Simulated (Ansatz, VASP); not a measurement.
**One calculation of Mn, two programs**

File INCAR:

```
PREC = Accurate
ENCUT = 520
EDIFF = 1E-6
ISMEAR = -1
SIGMA = 0.05
LREAL = F
LASPH = T
NELM = 150
ALGO = Normal
ISIF = 2
LWAVE = F
LCHARG = F
ISPIN = 2
MAGMOM = 4 4
LORBIT = 11
LMAXMIX = 4
GGA = PE
NBANDS = 24
```

File KPOINTS:

```
Automatic mesh
0
Gamma
  9 9 9
```

Contents of POSCAR:

```
Mn
1.0
    3.0810000000      0.0000000000      0.0000000000
    0.0000000000      3.0810000000      0.0000000000
    0.0000000000      0.0000000000      3.0810000000
Mn
2
Direct
    0.0000000000      0.0000000000      0.0000000000
    0.5000000000      0.5000000000      0.5000000000
```

Input for Ansatz:

```yaml
crystal:
  lattice:
    - [3.081, 0.0, 0.0]
    - [0.0, 3.081, 0.0]
    - [0.0, 0.0, 3.081]
  atoms:
    - { symbol: Mn, position: [0.0, 0.0, 0.0], spin: 4.0 }
    - { symbol: Mn, position: [0.5, 0.5, 0.5], spin: 4.0 }
magnetization:
  spin_polarized: true
kpoints:
  mp_grid: { grid: [9, 9, 9] }
scf:
  occupations: { method: fermi_dirac, width: 0.05 }
  lower_state_search: "off"
hamiltonian:
  xc: pbe
  pseudopotentials: { kind: paw }
output:
  forces: true
  stress: true
  eigenvalues: true
  populations: true
  write_density: true
  write_potential: true
  elf: true
  volumetric_format: npy
```

Alike in both runs: task single point; functional PBE; k mesh 9 × 9 × 9; occupations fermi-dirac, width 0.05 eV; collinear spin.

|  | VASP | Ansatz |
| --- | --- | --- |
| version | VASP 6.6.1 | Ansatz 0.2.0 |
| potentials or method | VASP PAW PBE potentials, release 64 (Mn_pv) | PAW with Ansatz's default frozen-core files, scalar-relativistic |
| plane-wave cutoff (eV) | 520 | 420 |
| valence electrons in the cell | 26 | 30 |

Ansatz gave:

* pressure (GPa): -16.0
* net moment per atom (μB): 2.75
* size of the moment on the site where the two differ most (μB): 2.70

Task: What did VASP give for the same quantities?

Result: Pressure (GPa): -13.9; net moment per atom (μB): 2.86; size of the moment on the site where the two differ most (μB): 2.80.

The net moments are unlike, so the other rows may belong to different states. Site moments also hang on the region over which each program counts them. VASP's potentials hold 26 valence electrons a cell and Ansatz's 30, so a difference there can come from the potentials and not from the codes.
